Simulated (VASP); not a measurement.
# Hf (Im-3m) in VASP: notebook, part 2 of 2

VASP 6.6.1.

### 3 Single point, PBEsol, non-collinear spin, zero start, spin-orbit coupling

File INCAR:

```
PREC = Accurate ; ENCUT = 520
EDIFF = 1E-6 ; ISMEAR = -1
SIGMA = 0.05 ; LREAL = F
LASPH = T ; NELM = 150
ALGO = Normal ; ISIF = 2
LWAVE = F ; LCHARG = F
MAGMOM = 0 0 0 ; LORBIT = 11
LSORBIT = T ; GGA_COMPAT = F
LORBMOM = T ; LMAXMIX = 4
GGA = PS ; NBANDS = 21
```

File KPOINTS:

```
Automatic mesh
0
Gamma
  7 7 7
```

File POSCAR:

```
Hf
1.0
   -1.8050000000      1.8050000000      1.8050000000
    1.8050000000     -1.8050000000      1.8050000000
    1.8050000000      1.8050000000     -1.8050000000
Hf
1
Direct
    0.0000000000      0.0000000000      0.0000000000
```

Potentials or basis: VASP PAW PBE potentials, release 64 (Hf_pv).

Started as:

```sh
cat potpaw_PBE.64/Hf_pv/POTCAR > POTCAR
mpirun -np 1 vasp_ncl > vasp.out
```

OUTCAR:

```text
PREC = Accurate
   ENCUT = 520
   EDIFF = 1E-6
   ISMEAR = -1
   LREAL = F
   LASPH = T
   NELM = 150
   ISIF = 2
   LORBIT = 11
   LSORBIT = T
   GGA = PS

 ion  position               nearest neighbor table
   1  0.000  0.000  0.000-

  LATTYP: Found a body centered cubic cell.
 ALAT       =     3.6100000000

  Lattice vectors:

 A1 = (  -1.8050000000,   1.8050000000,   1.8050000000)
 A2 = (   1.8050000000,  -1.8050000000,   1.8050000000)
 A3 = (   1.8050000000,   1.8050000000,  -1.8050000000)

Analysis of symmetry for initial positions (statically):
=====================================================================
 Subroutine PRICEL returns:
 Original cell was already a primitive cell.

[... 717 lines left out ...]
 ----------------------------------------
            0.000   0.000   0.000

 Spin-Orbit-Coupling matrix elements

 Ion:    1  E_soc:     -1.3595516
 l=   1
     0.0000000    -0.2180039    -0.2180039
    -0.2180039     0.0000000    -0.2180039
    -0.2180039    -0.2180039     0.0000000
 l=   2
     0.0000000    -0.0014585     0.0000000    -0.0014585    -0.0071295
    -0.0014585     0.0000000    -0.0053471    -0.0014585    -0.0017824
     0.0000000    -0.0053471     0.0000000    -0.0053471     0.0000000
    -0.0014585    -0.0014585    -0.0053471     0.0000000    -0.0017824
    -0.0071295    -0.0017824     0.0000000    -0.0017824     0.0000000
 l=   3
     0.0000000     0.0000000     0.0000000     0.0000000     0.0000000     0.0000000     0.0000000
     0.0000000     0.0000000     0.0000000     0.0000000     0.0000000     0.0000000     0.0000000
     0.0000000     0.0000000     0.0000000     0.0000000     0.0000000     0.0000000     0.0000000
     0.0000000     0.0000000     0.0000000     0.0000000     0.0000000     0.0000000     0.0000000
     0.0000000     0.0000000     0.0000000     0.0000000     0.0000000     0.0000000     0.0000000
     0.0000000     0.0000000     0.0000000     0.0000000     0.0000000     0.0000000     0.0000000
     0.0000000     0.0000000     0.0000000     0.0000000     0.0000000     0.0000000     0.0000000

 total charge

# of ion       s       p       d       tot
------------------------------------------
    1        0.373   6.416   1.515   8.304

 magnetization (x)

# of ion       s       p       d       tot
------------------------------------------
    1        0.000   0.000   0.000   0.000

 magnetization (y)

# of ion       s       p       d       tot
------------------------------------------
    1        0.000   0.000   0.000   0.000

 magnetization (z)

# of ion       s       p       d       tot
------------------------------------------
    1        0.000  -0.000   0.000  -0.000
```

OSZICAR:

```text
N       E                     dE             d eps       ncg     rms          rms(c)
DAV:   1     0.278644087198E+02    0.27864E+02   -0.51248E+03   840   0.879E+02
DAV:   2    -0.101271110185E+02   -0.37992E+02   -0.36692E+02  1044   0.231E+02
DAV:   3    -0.113780505935E+02   -0.12509E+01   -0.12354E+01  1046   0.270E+01
DAV:   4    -0.113868847990E+02   -0.88342E-02   -0.88322E-02  1003   0.266E+00
DAV:   5    -0.113869715054E+02   -0.86706E-04   -0.86705E-04  1015   0.231E-01    0.512E+01
DAV:   6    -0.110613456421E+02    0.32563E+00   -0.27235E-01   946   0.393E+00    0.303E+01
DAV:   7    -0.109567098427E+02    0.10464E+00   -0.19274E-01  1011   0.323E+00    0.150E+01
DAV:   8    -0.109547165261E+02    0.19933E-02   -0.27052E-02  1004   0.116E+00    0.871E-01
DAV:   9    -0.109515672123E+02    0.31493E-02   -0.10473E-02   956   0.762E-01    0.157E-01
DAV:  10    -0.109515785271E+02   -0.11315E-04   -0.21682E-04  1067   0.137E-01    0.455E-02
DAV:  11    -0.109515787814E+02   -0.25428E-06   -0.40473E-06  1004   0.181E-02
   1 F= -.10951579E+02 E0= -.10942938E+02  d E =-.172824E-01  mag=    -0.0000     0.0000     0.0000
```

stdout:

```text
POSCAR found type information on POSCAR Hf
 POSCAR found :  1 types and       1 ions
 scaLAPACK will be used
 -----------------------------------------------------------------------------
|                                                                             |
|                                                                             |
|     You enforced a specific xc type in the INCAR file but a different       |
|     I HOPE YOU KNOW WHAT YOU ARE DOING!                                     |
|                                                                             |
 -----------------------------------------------------------------------------

 LDA part: xc-table for (Slater+PW92), standard interpolation
 POSCAR, INCAR and KPOINTS ok, starting setup
 FFT: planning ... GRIDC
 FFT: planning ... GRID_SOFT
 FFT: planning ... GRID
 WAVECAR not read
 entering main loop
```

Run time: 17 s. Hardware: 1 thread of Intel Xeon 6975P-C, shared host; peak memory 0.2 GiB.

Results:

```
Free energy                                           : -10.9516 eV
Pressure                                              : -8.6 GPa
Net moment                                            : 0.00 μB per cell
Valence electrons inside the program's atomic spheres : Hf 8.30
```

Moments on the atoms (μB; x, y, z):
```
Hf  0.00 0.00 0.00
```

Caveat: the PAW data sets were made with another functional, which shifts forces and pressure a little.

### 4 Single point, r2SCAN, non-collinear spin, zero start, spin-orbit coupling

POSCAR is that of step 3.

File INCAR.step1:

```
SYSTEM = Hf
  PREC = Accurate
  ENCUT = 520
  ISMEAR = -1
  SIGMA = 0.05
  LREAL = .FALSE.
  LASPH = .TRUE.
  NELM = 150
  MAGMOM = 0 0 0
  LSORBIT = .TRUE.
  GGA_COMPAT = .FALSE.
  LMAXMIX = 4
  NBANDS = 21
  GGA = PE
  ALGO = Normal
  EDIFF = 1E-4
  LWAVE = .TRUE.
  LCHARG = .FALSE.
```

File INCAR.step2:

```
SYSTEM = Hf
  PREC = Accurate
  ENCUT = 520
  EDIFF = 1E-7
  ISMEAR = -1
  SIGMA = 0.05
  LREAL = .FALSE.
  LASPH = .TRUE.
  NELM = 150
  ALGO = Normal
  ISIF = 2
  LWAVE = .FALSE.
  LCHARG = .FALSE.
  MAGMOM = 0 0 0
  LORBIT = 11
  LSORBIT = .TRUE.
  GGA_COMPAT = .FALSE.
  LORBMOM = .TRUE.
  LMAXMIX = 4
  METAGGA = R2SCAN
  LMIXTAU = .TRUE.
  NBANDS = 21
  ISTART = 1
```

File KPOINTS:

```
regular mesh
0
G
  7 7 7
  0 0 0
```

Started as:

```sh
cat potpaw_PBE.64/Hf_pv/POTCAR > POTCAR
cp INCAR.step1 INCAR
mpirun -np 1 vasp_ncl > vasp.out
cp INCAR.step2 INCAR
mpirun -np 1 vasp_ncl > vasp.out
```

It took 82 s on 1 thread of Intel Xeon 6975P-C, shared host; peak memory 0.22 GiB.

Results (log left out):

- Free energy: -45.5845 eV
- Pressure: -6.0 GPa
- Net moment: 0.00 μB per cell
- Valence electrons inside the program's atomic spheres: Hf 8.30

Moments on the atoms (μB; x, y, z):
```
Hf  0.00 0.00 0.00
```

Caveat: the PAW data sets were made with another functional, which shifts forces and pressure a little.

### 5 Summary

| task | level | spin | cell | k mesh | cutoff (eV) | pressure (GPa) | moment (μB) |
| --- | --- | --- | --- | --- | --- | --- | --- |
| relaxation of cell and atoms | BLYP | off | relaxed | 10 × 10 × 10 | 600 | 0.0 | - |
| single point | PBEsol | non-collinear, zero start, SOC | as given | 7 × 7 × 7 | 520 | -8.6 | 0.00 |
| single point | r2SCAN | non-collinear, zero start, SOC | as given | 7 × 7 × 7 | 520 | -6.0 | 0.00 |

Alike in all rows: potentials or basis VASP PAW PBE potentials, release 64 (Hf_pv); smearing fermi-dirac 0.05 eV.

Caveats: the PAW data sets were made with another functional, which shifts forces and pressure a little.

Absolute energies hang on the potentials; compare differences alone.
